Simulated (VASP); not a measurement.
# AlAs in VASP: single point with PBEsol

Aim: the single point of AlAs with PBEsol.

Everything below comes from runs of VASP 6.6.1. Logs are shortened: lines on timing, memory, paths and dates and some standing lists are left out, and cuts for length are marked.

**1. The cell of the first run**

The cell holds a slab with vacuum, 8 atoms: a = 4.013 Å, b = 5.675 Å, c = 23.019 Å, α = 90.00°, β = 90.00°, γ = 90.00°.

**2. Single point, PBEsol**

Contents of INCAR:

```
  ALGO = Normal
  DIPOL = 0.5 0.5 0.499
  EDIFF = 1E-6
  ENCUT = 520
  GGA = PS
  IDIPOL = 3
  ISIF = 2
  ISMEAR = 0
  LASPH = T
  LCHARG = F
  LDIPOL = T
  LREAL = F
  LWAVE = F
  NBANDS = 26
  NELM = 100
  PREC = Accurate
  SIGMA = 0.05
```

Contents of KPOINTS:

```
k-points
0
Gamma
  7 5 1
```

Contents of POSCAR:

```
AlAs
1.0
    4.0125456545      0.0000000000      0.0000000000
    0.0000000000      5.6745964843      0.0000000000
    0.0000000000      0.0000000000     23.0188184818
Al As
4 4
Direct
    0.5000000000      0.5000000000      0.3692630882
    0.0000000000      0.0000000000      0.4564210294
    0.5000000000      0.5024042780      0.5475101117
    0.0000000000     -0.0743761774      0.6096586330
    0.0000000000      0.2500000000      0.3692630882
    0.5000000000      0.7500000000      0.4564210294
    0.0000000000      0.2548787297      0.5438701008
    0.5000000000      0.7192183233      0.6397511234
```

Potentials or basis: VASP PAW PBE potentials, release 64 (Al, As).

Command:

```
$ cat potpaw_PBE.64/Al/POTCAR potpaw_PBE.64/As/POTCAR > POTCAR
$ mpirun -np 1 vasp_std > vasp.out
```

OUTCAR:

```text
EDIFF = 1E-6
   ENCUT = 520
   GGA = PS
   ISIF = 2
   ISMEAR = 0
   LASPH = T
   LREAL = F
   NELM = 100
   PREC = Accurate

 ion  position               nearest neighbor table
   1  0.500  0.500  0.369-   5 2.46   5 2.46   6 2.46
   2  0.000  0.000  0.456-   6 2.46   6 2.46   5 2.46   7 2.48
   3  0.500  0.502  0.548-   7 2.45   7 2.45   8 2.45   6 2.52
   4  0.000  0.926  0.610-   7 2.41   8 2.42   8 2.42
   5  0.000  0.250  0.369-   1 2.46   1 2.46   2 2.46
   6  0.500  0.750  0.456-   2 2.46   2 2.46   1 2.46   3 2.52
   7  0.000  0.255  0.544-   4 2.41   3 2.45   3 2.45   2 2.48
   8  0.500  0.719  0.640-   4 2.42   4 2.42   3 2.45

  LATTYP: Found a simple orthorhombic cell.
 ALAT       =     4.0125456545
 B/A-ratio  =     1.4142135624
 C/A-ratio  =     5.7367119190

  Lattice vectors:

 A1 = (   4.0125456545,   0.0000000000,   0.0000000000)
 A2 = (   0.0000000000,   5.6745964843,   0.0000000000)
 A3 = (   0.0000000000,   0.0000000000,  23.0188184818)

Analysis of symmetry for initial positions (statically):
=====================================================================
 Subroutine PRICEL returns:
 Original cell was already a primitive cell.

 Routine SETGRP: Setting up the symmetry group for a
 simple orthorhombic supercell.

 Subroutine GETGRP returns: Found  2 space group operations
 (whereof  2 operations were pure point group operations)
 out of a pool of  8 trial point group operations.

The static configuration has the point symmetry C_1h.

Analysis of symmetry for dynamics (positions and initial velocities):
=====================================================================
 Subroutine PRICEL returns:
 Original cell was already a primitive cell.

 Routine SETGRP: Setting up the symmetry group for a
 simple orthorhombic supercell.

 Subroutine GETGRP returns: Found  2 space group operations
 (whereof  2 operations were pure point group operations)
 out of a pool of  8 trial point group operations.

The dynamic configuration has the point symmetry C_1h.

 Subroutine INISYM returns: Found  2 space group operations
 (whereof  2 operations are pure point group operations),
 and found     1 'primitive' translations

----------------------------------------------------------------------------------------

                                     Primitive cell

  volume of cell :     524.1288

  direct lattice vectors                    reciprocal lattice vectors
     4.012545655  0.000000000  0.000000000     0.249218348  0.000000000  0.000000000
     0.000000000  5.674596484  0.000000000     0.000000000  0.176223984  0.000000000
     0.000000000  0.000000000 23.018818482     0.000000000  0.000000000  0.043442716

  length of vectors
     4.012545655  5.674596484 23.018818482     0.249218348  0.176223984  0.043442716

  position of ions in fractional coordinates (direct lattice)
     0.500000000  0.500000000  0.369263088
     0.000000000  0.000000000  0.456421029
     0.500000000  0.502404278  0.547510112
     0.000000000  0.925623823  0.609658633
     0.000000000  0.250000000  0.369263088
     0.500000000  0.750000000  0.456421029
     0.000000000  0.254878730  0.543870101
     0.500000000  0.719218323  0.639751123

  ion indices of the primitive-cell ions
   primitive index   ion index
                 1           1
                 2           2
                 3           3
                 4           4
                 5           5
                 6           6
                 7           7
                 8           8

----------------------------------------------------------------------------------------

 KPOINTS: k-points

Automatic generation of k-mesh.
 Grid dimensions read from file:
 generate k-points for:    7    5    1

 Generating k-lattice:

  Cartesian coordinates                     Fractional coordinates (reciprocal lattice)
     0.035602621  0.000000000  0.000000000     0.142857143  0.000000000  0.000000000
     0.000000000  0.035244797  0.000000000     0.000000000  0.200000000  0.000000000
     0.000000000  0.000000000  0.043442716     0.000000000  0.000000000  1.000000000

  Length of vectors
     0.035602621  0.035244797  0.043442716

  Shift w.r.t. Gamma in fractional coordinates (k-lattice)
     0.000000000  0.000000000  0.000000000

 Subroutine IBZKPT returns following result:
 ===========================================

 Found     12 irreducible k-points:

 Following reciprocal coordinates:
            Coordinates               Weight
  0.000000  0.000000  0.000000      1.000000
  0.142857  0.000000  0.000000      2.000000
  0.285714  0.000000  0.000000      2.000000
  0.428571  0.000000  0.000000      2.000000
  0.000000  0.200000  0.000000      2.000000
  0.142857  0.200000  0.000000      4.000000
  0.285714  0.200000  0.000000      4.000000
  0.428571  0.200000  0.000000      4.000000
  0.000000  0.400000  0.000000      2.000000
  0.142857  0.400000  0.000000      4.000000
  0.285714  0.400000  0.000000      4.000000
  0.428571  0.400000  0.000000      4.000000
   k-points           NKPTS =     12   k-points in BZ     NKDIM =     12   number of bands    NBANDS=     26
   number of dos      NEDOS =    301   number of ions     NIONS =      8
   total plane-waves  NPLWV = 226800
   dimension x,y,z NGX =    30 NGY =   42 NGZ =  180
   dimension x,y,z NGXF=    60 NGYF=   84 NGZF=  360
   ions per type =               4   4
   NGX,Y,Z   is equivalent  to a cutoff of  12.43, 12.30, 13.00 a.u.
   NGXF,Y,Z  is equivalent  to a cutoff of  24.86, 24.61, 26.00 a.u.
 SYSTEM =  unknown system
   PREC   = accura    normal or accurate (medium, high low for compatibility)
   ISTART =      0    job   : 0-new  1-cont  2-samecut
   ICHARG =      2    charge: 1-file 2-atom 10-const
   ISPIN  =      1    spin polarized calculation?
   LNONCOLLINEAR =      F non collinear calculations
   LSORBIT =      F    spin-orbit coupling
   LASPH  =      T    aspherical Exc in radial PAW
   ENCUT  =  520.0 eV  38.22 Ry    6.18 a.u.   7.46 10.55 42.80*2*pi/ulx,y,z
   NELM   =    100;   NELMIN=  2; NELMDL= -5     # of ELM steps
   EDIFF  = 0.1E-05   stopping-criterion for ELM
   LREAL  =      F    real-space projection
   EDIFFG = 0.1E-04   stopping-criterion for IOM
   NSW    =      0    number of steps for IOM
   IBRION =     -1    ionic relax: 0-MD 1-quasi-New 2-CG
   NFREE  =      0    steps in history (QN), initial steepest desc. (CG)
   ISIF   =      2    stress and relaxation
   ISYM   =      2    0-nonsym 1-usesym 2-fastsym
   POTIM  = 0.5000    time-step for ionic-motion
   TEBEG  =    0.0;   TEEND  =   0.0 temperature during run
   PSTRESS=    0.0 pullay stress
   NELECT =      32.0000    total number of electrons
   NUPDOWN=      -1.0000    fix difference up-down
   EMIN   =  10.00;   EMAX   =-10.00  energy-range for DOS
   EFERMI =   0.00;   METHOD = LEGACY
   ISMEAR =     0;   SIGMA  =   0.05  broadening in eV -4-tet -1-fermi 0-gaus
   EFERMI_NEDOS =   21; number of points for ismear=-14 and -15
   IALGO  =     38    algorithm
   IMIX   =      4    mixing-type and parameters
     AMIX     =   0.40;   BMIX     =  1.00
     AMIX_MAG =   1.60;   BMIX_MAG =  1.00
  volume/ion in A,a.u.               =      65.52       442.12
  Fermi-wavevector in a.u.,A,eV,Ry     =   0.644632  1.218179  5.653914  0.415551
  Thomas-Fermi vector in A             =   1.712024
   LORBIT       =      0    0 simple, 1 ext, 2 COOP (PROOUT), +10 PAW based schemes
   GGA     = PS    functional components
   LHFCALC =     F    Hartree Fock is set to
   AEXX    =    0.0000 exact exchange contribution
   IVDW    =     0    specifies the selected vdW correction
   LEPSILON=     F    determine dielectric tensor
   LRPA    =     F    only Hartree local field effects (RPA)
 non-spin polarized calculation
 Gauss-broadening in eV      SIGMA  =   0.05
  energy-cutoff  :      520.00
  volume of cell :      524.13
 maximum number of plane-waves:     14171
 NGX is ok and might be reduce to    30
   NGX = 15   NGY = 21   NGZ = 85

 number of electron      32.0000002 magnetization

 dipolmoment           0.000000      0.000000      0.037286 electrons x Angstroem

 Free energy of the ion-electron system (eV)
  ---------------------------------------------------
  ext. energy  EPLUGINS =         0.00000000
  ---------------------------------------------------
  free energy    TOTEN  =       -37.24699641 eV

  energy without entropy =      -37.24699641  energy(sigma->0) =      -37.24699641

 E-fermi :  -1.6836     XC(G=0):  -3.8319

 val. band max:       -1.9413983196   @ k =   0.2857   0.4000   0.0000
 cond. band min:      -1.0264861373   @ k =   0.4286   0.0000   0.0000
 fundamental gap:      0.9149121823
 Fermi energy:        -1.6836022683

 k-point     1 :       0.0000    0.0000    0.0000
  band No.  band energies     occupation
      1     -13.5587      2.00000
      2     -12.6861      2.00000
      3     -11.9312      2.00000
      4     -11.6746      2.00000
      5      -7.1918      2.00000
      6      -6.3675      2.00000
[... 18 lines left out ...]
     25       2.6417      0.00000
     26       2.8074      0.00000

 k-point     2 :       0.1429    0.0000    0.0000
  band No.  band energies     occupation
      1     -13.4294      2.00000
      2     -12.5747      2.00000
      3     -11.8705      2.00000
      4     -11.6212      2.00000
      5      -7.1205      2.00000
      6      -6.4006      2.00000
[... 18 lines left out ...]
     25       2.7715      0.00000
[... 260 lines left out ...]
     25       3.1951      0.00000
     26       3.5274      0.00000

 k-point    12 :       0.4286    0.4000    0.0000
  band No.  band energies     occupation
      1     -12.3788      2.00000
      2     -12.2323      2.00000
      3     -11.7079      2.00000
      4     -11.4105      2.00000
      5      -7.4706      2.00000
      6      -7.0722      2.00000
[... 18 lines left out ...]
     25       3.1030      0.00000
     26       3.4385      0.00000

------------------------ aborting loop because EDIFF is reached ----------------------------------------

 vacuum level on the upper side and lower side of the slab       (xc-potential included)         0.006        -0.278

  FORCE on cell =-STRESS in cart. coord.  units (eV):
  Direction    XX          YY          ZZ          XY          YZ          ZX
  --------------------------------------------------------------------------------------
  -------------------------------------------------------------------------------------
  Total       -1.9984793     -1.6781278     -0.1763454      0.0000000      1.4408359      0.0000000
  in kB       -6.1090297     -5.1297668     -0.5390595      0.0000000      4.4044036      0.0000000
  external PRESSURE =      -3.9259520 kB  Pullay stress =       0.0000000 kB

 VOLUME and BASIS-vectors are now :
 -----------------------------------------------------------------------------
  energy-cutoff  :      520.00
  volume of cell :      524.13
      direct lattice vectors                 reciprocal lattice vectors
     4.012545655  0.000000000  0.000000000     0.249218348  0.000000000  0.000000000
     0.000000000  5.674596484  0.000000000     0.000000000  0.176223984  0.000000000
     0.000000000  0.000000000 23.018818482     0.000000000  0.000000000  0.043442716

 POSITION                                       TOTAL-FORCE (eV/Angst)
 -----------------------------------------------------------------------------------
      2.00627      2.83730      8.50000         0.000000     -1.092149      1.362492
      0.00000      0.00000     10.50627         0.000000      0.420253      0.050657
      2.00627      2.85094     12.60304         0.000000     -0.000631     -0.005091
      0.00000      5.25254     14.03362         0.000000     -0.010340      0.011286
      0.00000      1.41865      8.50000         0.000000      0.364644     -1.204784
      2.00627      4.25595     10.50627         0.000000      0.312205     -0.233195
      0.00000      1.44633     12.51925         0.000000      0.002971     -0.016942
      2.00627      4.08127     14.72631         0.000000      0.003048      0.035576
 -----------------------------------------------------------------------------------
    total drift:                                0.000000     -0.000288     -0.000005

  FREE ENERGIE OF THE ION-ELECTRON SYSTEM (eV)
  ---------------------------------------------------
  free  energy   TOTEN  =       -37.2469964068 eV

  energy  without entropy=      -37.2469964068  energy(sigma->0) =      -37.24699641

 vacuum level on the upper side and lower side of the slab         3.122         2.835
```

It took 4.4 min on 1 thread of AMD EPYC 7R13 (Zen 3), shared host; peak memory 0.51 GiB.

What came out:

| Item | Value |
| --- | --- |
| Free energy | -37.2470 eV |
| Largest force | 1.746 eV/Å |
| Band gap on the k mesh | 0.91 eV, indirect (least direct gap 1.04 eV) |

Forces on the atoms (eV/Å):
```
Al   0.000 -1.092  1.362
Al   0.000  0.420  0.051
Al   0.000 -0.001 -0.005
Al   0.000 -0.010  0.011
As   0.000  0.365 -1.205
As   0.000  0.312 -0.233
As   0.000  0.003 -0.017
As   0.000  0.003  0.036
```

Caveat: the PAW data sets were made with another functional, which shifts forces and pressure a little.
